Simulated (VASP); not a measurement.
Here is a VASP 6.6.1 calculation.

The input INCAR:

```
SYSTEM = InSb
PREC = Accurate ; ENCUT = 520
EDIFF = 1E-6 ; ISMEAR = 1
SIGMA = 0.02 ; LREAL = .FALSE.
LASPH = .TRUE. ; NELM = 60
ALGO = Normal ; ISIF = 2
LWAVE = .FALSE. ; LCHARG = .FALSE.
GGA = PE ; NBANDS = 16
```

Contents of KPOINTS:

```
Automatic mesh
0
G
  14 14 8
  0 0 0
```

The input POSCAR:

```
InSb
1.0
    3.0766560000      0.0000000000      0.0000000000
    0.0000000000      3.0766560000      0.0000000000
    0.0000000000      0.0000000000      6.2154700000
In Sb
1 1
Direct
    0.0000000000      0.0000000000      0.0000000000
    0.0000000000      0.0000000000      0.5000000000
```

Potentials or basis: VASP PAW PBE potentials, release 64 (In_d, Sb).

The run is started by

```console
$ cat potpaw_PBE.64/In_d/POTCAR potpaw_PBE.64/Sb/POTCAR > POTCAR
$ mpirun -np 1 vasp_std > vasp.out
```

Estimate the pressure.

0.5 GPa.

What does it give for the band gap on the k mesh?

Zero (band 9 reaches 10.91 eV, above the bottom of band 10 at 5.05 eV).

Stress tensor (GPa, compression positive):
```
0.55 0.00 0.00
0.00 0.55 0.00
0.00 0.00 0.40
```

Caveat: spin-orbit coupling is left out, which moves the levels of the heavy elements.
